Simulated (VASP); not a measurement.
# Ga (C2/c) in VASP: notebook

Ga is run at these levels: PBE; tasks: single point.

All numbers are computed with VASP 6.6.1; they aren't measurements. Logs are shortened: lines on timing, memory, paths and dates and some standing lists are left out, and cuts for length are marked.

**1. The cell of the first run**

The structure is monoclinic, space group C2/c (No. 15). Conventional cell: a = 2.794 Å, b = 8.251 Å, c = 3.338 Å, α = 90.00°, β = 93.47°, γ = 90.00°. Within 3.6 Å of Ga (site symmetry 2) lie 10 Ga at 2.76 to 3.34 Å.

**2. Single point, PBE**

Input file INCAR:

```
PREC = Accurate ; ENCUT = 500
EDIFF = 1E-6 ; ISMEAR = -1
SIGMA = 0.1 ; LREAL = F
LASPH = T ; NELM = 120
ALGO = Normal ; ISIF = 2
LWAVE = F ; LCHARG = F
GGA = PE ; NBANDS = 20
GGA_COMPAT = F
```

Input file KPOINTS:

```
regular mesh
0
Gamma
  12 12 10
```

Input file POSCAR:

```
Ga
1.0
    1.3969986710     -4.1254087945     -0.0174243585
    1.3969986710      4.1254087945     -0.0174243585
   -0.1605924715      0.0000000000      3.3344909281
Ga
2
Direct
    0.8668376019      0.1331623981      0.2500000000
    0.1331623981      0.8668376019      0.7500000000
```

Potentials or basis: VASP PAW PBE potentials, release 64 (Ga_d).

Run with:

```sh
$ cat potpaw_PBE.64/Ga_d/POTCAR > POTCAR
$ mpirun -np 1 vasp_std > vasp.out
```

OUTCAR:

```text
PREC = Accurate
   ENCUT = 500
   EDIFF = 1E-6
   ISMEAR = -1
   LREAL = F
   LASPH = T
   NELM = 120
   ISIF = 2
   GGA = PE

 ion  position               nearest neighbor table
   1  0.867  0.133  0.250-   2 2.76   2 2.76   2 2.86   2 2.86
   2  0.133  0.867  0.750-   1 2.76   1 2.76   1 2.86   1 2.86

  LATTYP: Found a base centered monoclinic cell.
 ALAT       =     2.7942146625
 B/A-ratio  =     2.9528216639
 C/A-ratio  =     1.1947385007
 COS(beta)  =    -0.0605588179

  Lattice vectors:

 A1 = (   1.3969986710,  -4.1254087945,  -0.0174243585)
 A2 = (   1.3969986710,   4.1254087945,  -0.0174243585)
 A3 = (  -0.1605924715,   0.0000000000,   3.3344909281)

Analysis of symmetry for initial positions (statically):
=====================================================================
 Subroutine PRICEL returns:
 Original cell was already a primitive cell.

 Routine SETGRP: Setting up the symmetry group for a
 base centered monoclinic supercell.

 Subroutine GETGRP returns: Found  4 space group operations
 (whereof  2 operations were pure point group operations)
 out of a pool of  4 trial point group operations.

The static configuration has the point symmetry S_2 .
 The point group associated with its full space group is C_2h.

Analysis of symmetry for dynamics (positions and initial velocities):
=====================================================================
 Subroutine PRICEL returns:
 Original cell was already a primitive cell.

 Routine SETGRP: Setting up the symmetry group for a
 base centered monoclinic supercell.

 Subroutine GETGRP returns: Found  4 space group operations
 (whereof  2 operations were pure point group operations)
 out of a pool of  4 trial point group operations.

The dynamic configuration has the point symmetry S_2 .
 The point group associated with its full space group is C_2h.

 Subroutine INISYM returns: Found  4 space group operations
 (whereof  2 operations are pure point group operations),
 and found     1 'primitive' translations

----------------------------------------------------------------------------------------

                                     Primitive cell

  volume of cell :      38.4115

  direct lattice vectors                    reciprocal lattice vectors
     1.396998671 -4.125408795 -0.017424359     0.358125272 -0.121200110  0.017247677
[... 81 lines left out ...]
   LNONCOLLINEAR =      F non collinear calculations
   LSORBIT =      F    spin-orbit coupling
   LASPH  =      T    aspherical Exc in radial PAW
   ENCUT  =  500.0 eV  36.75 Ry    6.06 a.u.   7.94  7.94  6.09*2*pi/ulx,y,z
   NELM   =    120;   NELMIN=  2; NELMDL= -5     # of ELM steps
   EDIFF  = 0.1E-05   stopping-criterion for ELM
   LREAL  =      F    real-space projection
   EDIFFG = 0.1E-04   stopping-criterion for IOM
   NSW    =      0    number of steps for IOM
   IBRION =     -1    ionic relax: 0-MD 1-quasi-New 2-CG
   NFREE  =      0    steps in history (QN), initial steepest desc. (CG)
   ISIF   =      2    stress and relaxation
   ISYM   =      2    0-nonsym 1-usesym 2-fastsym
   POTIM  = 0.5000    time-step for ionic-motion
   TEBEG  =    0.0;   TEEND  =   0.0 temperature during run
   PSTRESS=    0.0 pullay stress
   NELECT =      26.0000    total number of electrons
   NUPDOWN=      -1.0000    fix difference up-down
   EMIN   =  10.00;   EMAX   =-10.00  energy-range for DOS
   EFERMI =   0.00;   METHOD = LEGACY
   ISMEAR =    -1;   SIGMA  =   0.10  broadening in eV -4-tet -1-fermi 0-gaus
   EFERMI_NEDOS =   21; number of points for ismear=-14 and -15
   IALGO  =     38    algorithm
   IMIX   =      4    mixing-type and parameters
     AMIX     =   0.40;   BMIX     =  1.00
     AMIX_MAG =   1.60;   BMIX_MAG =  1.00
  volume/ion in A,a.u.               =      19.21       129.61
  Fermi-wavevector in a.u.,A,eV,Ry     =   1.437404  2.716299 28.111397  2.066129
  Thomas-Fermi vector in A             =   2.556485
   LORBIT       =      0    0 simple, 1 ext, 2 COOP (PROOUT), +10 PAW based schemes
   GGA     = PE    functional components
   LHFCALC =     F    Hartree Fock is set to
   AEXX    =    0.0000 exact exchange contribution
   IVDW    =     0    specifies the selected vdW correction
   LEPSILON=     F    determine dielectric tensor
   LRPA    =     F    only Hartree local field effects (RPA)
 non-spin polarized calculation
  energy-cutoff  :      500.00
  volume of cell :       38.41
 maximum number of plane-waves:       988
   NGX = 15   NGY = 15   NGZ = 13

 number of electron      25.9999982 magnetization

 Free energy of the ion-electron system (eV)
  ---------------------------------------------------
  ext. energy  EPLUGINS =         0.00000000
  ---------------------------------------------------
  free energy    TOTEN  =        -5.79634835 eV

  energy without entropy =       -5.77145969  energy(sigma->0) =       -5.78390402

 E-fermi :   5.3285     XC(G=0): -10.8828

 val. band max:        5.3173788236   @ k =  -0.1667   0.0833   0.5000
 cond. band min:       5.3410422302   @ k =  -0.0833  -0.2500   0.1000
 fundamental gap:      0.0236634066
 Fermi energy:         5.3284679437

 k-point     1 :       0.0000    0.0000    0.0000
  band No.  band energies     occupation
      1      -9.7644      2.00000
      2      -9.7556      2.00000
      3      -9.7230      2.00000
      4      -9.7052      2.00000
      5      -9.4622      2.00000
      6      -9.4603      2.00000
[... 541 lines left out ...]
     19      15.0284      0.00000
     20      18.0676      0.00000

 [... further k-points ...]

------------------------ aborting loop because EDIFF is reached ----------------------------------------

  FORCE on cell =-STRESS in cart. coord.  units (eV):
  Direction    XX          YY          ZZ          XY          YZ          ZX
  --------------------------------------------------------------------------------------
  -------------------------------------------------------------------------------------
  Total       -0.0026644      0.0003667     -0.0055416      0.0000000      0.0000000     -0.0008435
  in kB       -0.1111352      0.0152942     -0.2311439      0.0000000      0.0000000     -0.0351848
  external PRESSURE =      -0.1089950 kB  Pullay stress =       0.0000000 kB

 VOLUME and BASIS-vectors are now :
 -----------------------------------------------------------------------------
  energy-cutoff  :      500.00
  volume of cell :       38.41
      direct lattice vectors                 reciprocal lattice vectors
     1.396998671 -4.125408795 -0.017424359     0.358125272 -0.121200110  0.017247677
     1.396998671  4.125408795 -0.017424359     0.358125272  0.121200110  0.017247677
    -0.160592472  0.000000000  3.334490928     0.003742762  0.000000000  0.300076108

 POSITION                                       TOTAL-FORCE (eV/Angst)
 -----------------------------------------------------------------------------------
      1.35685     -3.02671      0.81620        -0.000000      0.001421     -0.000000
      1.27655      3.02671      2.48344         0.000000     -0.001421      0.000000
 -----------------------------------------------------------------------------------
    total drift:                                0.000000      0.000000     -0.000000

  FREE ENERGIE OF THE ION-ELECTRON SYSTEM (eV)
  ---------------------------------------------------
  free  energy   TOTEN  =        -5.7963483525 eV

  energy  without entropy=       -5.7714596896  energy(sigma->0) =       -5.78390402
```

OSZICAR:

```text
N       E                     dE             d eps       ncg     rms          rms(c)
DAV:   1     0.130687698359E+03    0.13069E+03   -0.12974E+04 16680   0.239E+03
DAV:   2     0.551039759659E+01   -0.12518E+03   -0.12209E+03 16452   0.378E+02
DAV:   3    -0.567291291753E+01   -0.11183E+02   -0.11124E+02 17876   0.933E+01
DAV:   4    -0.584209001317E+01   -0.16918E+00   -0.16909E+00 18244   0.127E+01
DAV:   5    -0.584495488373E+01   -0.28649E-02   -0.28647E-02 18220   0.162E+00    0.133E+00
DAV:   6    -0.580463571639E+01    0.40319E-01   -0.82319E-02 21540   0.465E+00    0.695E-01
DAV:   7    -0.579713197212E+01    0.75037E-02   -0.16522E-02 22588   0.175E+00    0.194E-01
DAV:   8    -0.579632847571E+01    0.80350E-03   -0.20841E-03 17236   0.633E-01    0.184E-02
DAV:   9    -0.579634774862E+01   -0.19273E-04   -0.95038E-05 17864   0.998E-02    0.659E-03
DAV:  10    -0.579634835245E+01   -0.60384E-06   -0.57268E-06 17664   0.289E-02
   1 F= -.57963484E+01 E0= -.57839040E+01  d E =-.248887E-01
```

Run time: 1.9 min. Hardware: 1 thread of Intel Xeon Platinum 8259CL at 2.50GHz (Skylake/Cascade Lake), shared host; peak memory 0.34 GiB.

Results:

```
Free energy            : -5.7963 eV
Pressure               : 0.0 GPa
Band gap on the k mesh : zero (bands 13 and 14 overlap by 8.15 eV)
```

Levels at points of the mesh, in eV from the Fermi level:
| k point | band 11 | band 12 | band 13 | band 14 | band 15 | band 16 |
| --- | --- | --- | --- | --- | --- | --- |
| (0.00, 0.00, 0.00) | -10.97 | -2.13 | -1.93 | 1.89 | 5.60 | 9.37 |
| (0.50, 0.00, 0.00) | -5.93 | -4.92 | -1.37 | -0.11 | 5.58 | 6.64 |
| (0.50, 0.50, 0.00) | -9.05 | -8.33 | 3.99 | 4.82 | 5.79 | 5.97 |
| (0.00, 0.00, 0.50) | -7.54 | -7.54 | 1.54 | 1.54 | 2.23 | 2.23 |
| (0.50, 0.00, 0.50) | -2.88 | -2.81 | -1.48 | -1.35 | 1.56 | 2.47 |
| (0.50, 0.50, 0.50) | -5.95 | -5.95 | -4.16 | -4.16 | 10.51 | 10.51 |

[end of part 1 of 2]
